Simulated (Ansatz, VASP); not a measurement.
Zn3F: VASP beside Ansatz

INCAR

```
ALGO = Normal
EDIFF = 1E-7
EDIFFG = -0.04
ENCUT = 600
GGA = PE
IBRION = 2
ISIF = 3
ISMEAR = 0
LASPH = T
LCHARG = F
LREAL = F
LWAVE = F
NELM = 80
NSW = 90
PREC = Accurate
SIGMA = 0.1
```

KPOINTS

```
k-points
0
Gamma
  3 3 6
```

Contents of POSCAR:

```
Zn3F
1.0
    6.0139991353      0.0000000000      0.0000000000
   -3.0069995676      5.2082760295      0.0000000000
    0.0000000000      0.0000000000      3.4068101426
Zn F
6 2
Direct
    0.3850600000      0.2987800000      0.2500000000
    0.0862800000      0.3850600000      0.7500000000
    0.7012200000      0.0862800000      0.2500000000
    0.6149400000      0.7012200000      0.7500000000
    0.9137200000      0.6149400000      0.2500000000
    0.2987800000      0.9137200000      0.7500000000
    0.3333333333      0.6666666667      0.2500000000
    0.6666666667      0.3333333333      0.7500000000
```

Input for Ansatz:

```yaml
crystal:
  lattice:
    - [6.0139991353, 0.0, 0.0]
    - [-3.0069995676, 5.2082760295, 0.0]
    - [0.0, 0.0, 3.4068101426]
  atoms:
    - { symbol: Zn, position: [0.38506, 0.29878, 0.25] }
    - { symbol: Zn, position: [0.08628, 0.38506, 0.75] }
    - { symbol: Zn, position: [0.70122, 0.08628, 0.25] }
    - { symbol: Zn, position: [0.61494, 0.70122, 0.75] }
    - { symbol: Zn, position: [0.91372, 0.61494, 0.25] }
    - { symbol: Zn, position: [0.29878, 0.91372, 0.75] }
    - { symbol: F, position: [0.3333333333, 0.6666666667, 0.25] }
    - { symbol: F, position: [0.6666666667, 0.3333333333, 0.75] }
basis:
  ecutwfc: 420
kpoints:
  mp_grid: { grid: [3, 3, 6] }
hamiltonian:
  xc: pbe
scf:
  occupations: { method: gaussian, width: 0.1 }
  lower_state_search: "off"
output:
  forces: true
  stress: true
  eigenvalues: true
relax:
  adjacent_minimum: "off"
  f_tol: 0.04
  max_steps: 70
  cell: { stress_tol: 0.4 }
```

Alike in both runs: task relaxation of cell and atoms; functional PBE; k mesh 3 × 3 × 6; occupations gaussian, width 0.1 eV; no spin polarisation.

|  | VASP | Ansatz |
| --- | --- | --- |
| version | VASP 6.6.1 | Ansatz 0.2.0 |
| potentials or method | VASP PAW PBE potentials, release 64 (Zn, F), cutoff 600 eV | scalar-relativistic, plane waves, PAW |
| valence electrons in the cell | 86 | 86 |

|  | VASP | Ansatz | Ansatz less VASP |
| --- | --- | --- | --- |
| gap on the k mesh at the Fermi level, each at its own relaxed structure (eV) | none | none | - |
| relaxed volume (Å³/atom) | 15.87 | 16.06 | +0.188 |
| relaxed cell length with the largest relative difference (Å) | 7.286 | 7.350 | +0.0643 |

A gap of «none» marks a metal or a gap that the smearing closes.

The k mesh is coarse, so the values compare programs but aren't converged. Noted on VASP's run: the volume moved by over 15 % at a fixed basis, so the end points are rough.
